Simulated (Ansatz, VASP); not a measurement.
**NaH: VASP beside Ansatz**

File INCAR:

```
  PREC = Accurate
  ENCUT = 520
  EDIFF = 1E-7
  ISMEAR = 0
  SIGMA = 0.05
  LREAL = False
  LASPH = True
  NELM = 100
  ALGO = Normal
  ISIF = 2
  LWAVE = False
  LCHARG = False
  GGA = CA
  NBANDS = 11
```

KPOINTS

```
regular mesh
0
Gamma
  12 12 12
```

Contents of POSCAR:

```
NaH
1.0
    2.9551240000      0.0000000000      0.0000000000
    0.0000000000      2.9551240000      0.0000000000
    0.0000000000      0.0000000000      2.9551240000
Na H
1 1
Direct
    0.0000000000      0.0000000000      0.0000000000
    0.5000000000      0.5000000000      0.5000000000
```

Input for Ansatz:

```yaml
crystal:
  lattice:
    - [2.955124, 0.0, 0.0]
    - [0.0, 2.955124, 0.0]
    - [0.0, 0.0, 2.955124]
  atoms:
    - { symbol: Na, position: [0.0, 0.0, 0.0] }
    - { symbol: H, position: [0.5, 0.5, 0.5] }
basis:
  ecutwfc: 420
kpoints:
  mp_grid: { grid: [12, 12, 12] }
hamiltonian:
  xc: lda
scf:
  occupations: { method: gaussian, width: 0.05 }
output:
  forces: true
  stress: true
  eigenvalues: true
```

Alike in both runs: task single point; functional LDA; k mesh 12 × 12 × 12; occupations gaussian, width 0.05 eV; no spin polarisation.

|  | VASP | Ansatz |
| --- | --- | --- |
| version | VASP 6.6.1 | Ansatz 0.2.0 |
| potentials or method | VASP PAW LDA potentials, release 64 (Na_pv, H), cutoff 520 eV | scalar-relativistic, plane waves, PAW |
| valence electrons in the cell | 8 | 10 |

```tsv
	VASP	Ansatz	Ansatz less VASP
gap on the k mesh at the Fermi level (eV)	0.58	0.58	+0.002
least direct gap on the mesh (eV)	4.15	4.15	+0.003
pressure (GPa)	-2.1	-2.0	+0.05
```

LDA's correlation is that of Perdew and Zunger in VASP and of Perdew and Wang (1992) in Ansatz. VASP's potentials hold 8 valence electrons a cell and Ansatz's 10, so a difference there can come from the potentials and not from the codes.
